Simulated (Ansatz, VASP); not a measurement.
# Bi2Te3: VASP beside Ansatz

```xyz
5
Lattice="4.3546 0.0000 0.0000 -2.1773 3.7712 0.0000 0.0000 0.0000 38.9600" Properties=species:S:1:pos:R:3 pbc="T T T"
Te    2.1773    1.2571    7.0053
Te    0.0000    0.0000   10.7900
Te    0.0000    2.5141   14.5747
Bi    0.0000    2.5141    8.7432
Bi    2.1773    1.2571   12.8368
```

Alike in both runs: functional PBE; dispersion D3(BJ); k mesh 12 × 12 × 1; occupations gaussian, width 0.03 eV; no spin polarisation.

Ansatz relaxed the structure, and its values are those at the end. VASP's run is a single point on that final structure, the one shown.

```csv
,VASP,Ansatz
version,VASP 6.6.1,Ansatz 0.2.0
potentials or method,"VASP PAW PBE potentials, release 64 (Te, Bi_d), cutoff 400 eV","scalar-relativistic, plane waves, PAW"
valence electrons in the cell,48,78
```

```tsv
	VASP	Ansatz	Ansatz less VASP
gap on the k mesh at the Fermi level (eV)	1.06	1.07	+0.011
least direct gap on the mesh (eV)	1.29	1.30	+0.007
rms of the force components (eV/Å)	0.004	0.000	-0.0041
```

VASP's potentials hold 48 valence electrons a cell and Ansatz's 78, so a difference there can come from the potentials and not from the codes. Ansatz's warnings: slab cell height set, structure snapped to symmetry.

Spin-orbit coupling is off throughout.
